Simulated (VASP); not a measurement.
Runs of VASP 6.6.1 on Ta. The structure is that of space group I4/mmm (No. 139), or close to it. The cells are those of the table. 

```csv
cell,gap on the mesh (eV),pressure (GPa)
"a = 2.900 Å, angles 107.4, 107.4, 113.7°, 1 atom",none,(a)
"a = 2.938 Å, angles 111.6, 111.6, 105.3°, 1 atom",none,-16.2
"a = 2.944 Å, angles 105.4, 105.4, 117.9°, 1 atom",none,-13.5
"a = 2.979 Å, angles 106.5, 106.5, 115.7°, 1 atom",none,(b)
"a = 3.015 Å, angles 107.5, 107.5, 113.6°, 1 atom",none,-25.5
```

Alike in all rows: task single point; level PBEsol; potentials or basis VASP PAW PBE potentials, release 64 (Ta_pv); no spin polarisation; k mesh 20 × 20 × 20; cutoff (eV) 520; smearing gaussian 0.15 eV.

Question: Fill in the values left out.

Answer: (a) -9.9; (b) -20.4.

Caveats: the PAW data sets were made with another functional, which shifts forces and pressure a little; spin-orbit coupling is left out, which moves the levels of the heavy elements; the cell stands under tension (at least some runs); the stress differs along the axes, from -12 to -6 GPa (at least some runs); the stress differs along the axes, from -20 to -14 GPa (at least some runs); the stress differs along the axes, from -16 to -8 GPa (at least some runs).

A k mesh can miss the band edges, and the runs leave out spin-orbit coupling on Ta.

A gap of «none» marks levels without a gap at the run's occupations.
